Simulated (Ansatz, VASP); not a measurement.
**Two plane-wave programs on In3Se**

```xyz
4
Lattice="-3.0672 3.0672 3.0672 3.0672 -3.0672 3.0672 3.0672 3.0672 -3.0672" Properties=species:S:1:pos:R:3 pbc="T T T"
In    3.0672    0.0000    0.0000
In    0.0000    3.0672    0.0000
In    0.0000    0.0000    3.0672
Se    0.0000    0.0000    0.0000
```

Alike in both runs: task single point; functional PBE; k mesh 12 × 12 × 12; occupations gaussian, width 0.1 eV; no spin polarisation.

|  | VASP | Ansatz |
| --- | --- | --- |
| version | VASP 6.6.1 | Ansatz 0.2.0 |
| potentials or method | VASP PAW PBE potentials, release 64 (In_d, Se), cutoff 520 eV | scalar-relativistic, plane waves, PAW |
| valence electrons in the cell | 45 | 55 |

```tsv
	VASP	Ansatz	Ansatz less VASP
gap on the k mesh at the Fermi level (eV)	none	none	-
pressure (GPa)	-1.0	-1.0	+0.01
```

A gap of «none» marks a metal or a gap that the smearing closes. With one functional, cell and mesh, what is left measures potentials, basis and numerics. VASP's potentials hold 45 valence electrons a cell and Ansatz's 55, so a difference there can come from the potentials and not from the codes.
